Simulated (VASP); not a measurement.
MoS2, 3 atoms in the cell. The structure is orthorhombic, space group Cmmm (No. 65). The conventional cell has a = 4.477 Å, b = 4.606 Å, c = 6.207 Å, α = 90.00°, β = 90.00°, γ = 90.00°. Mo (site symmetry mmm) has 2 S at 1.78 Å within 2.4 Å. S (site symmetry mm2) has 1 Mo at 1.78 Å within 2.4 Å. The cell was built from a structure type or drawn by symmetry, and may not be a known phase.

| Property | Result |
| --- | --- |
| Program | VASP 6.6.1 |
| Task | relaxation of cell and atoms |
| Functional | PBE |
| Potentials or basis | VASP PAW PBE potentials, release 64 (Mo_sv, S) |
| Cutoff | 600 eV |
| k mesh | 6 × 6 × 4 |
| Occupations | gaussian, width 0.1 eV |
| Spin | collinear spin |
| Starting moments | [1.0, 0.0, 0.0] μB |
| Dipole correction | no |
| Further INCAR settings | ALGO = Normal; EDIFF = 1e-07; IBRION = 2; EDIFFG = -0.04; NSW = 90; ISIF = 3 |

Potentials or basis: VASP PAW PBE potentials, release 64 (Mo_sv, S).

Launch:

```bash
$ cat potpaw_PBE.64/Mo_sv/POTCAR potpaw_PBE.64/S/POTCAR > POTCAR
$ mpirun -np 1 vasp_std > vasp.out
```

Hardware: 1 thread of Intel(R) Xeon(R) 6975P-C (Granite Rapids) (shared host).

**Question.** Estimate the wall time of this run.

**Answer.** Wall time 28 min on 1 thread of Intel(R) Xeon(R) 6975P-C (Granite Rapids) (shared host), peak memory 0.3 GiB. Counts: scf iterations 639, k points 39, ion steps 58.
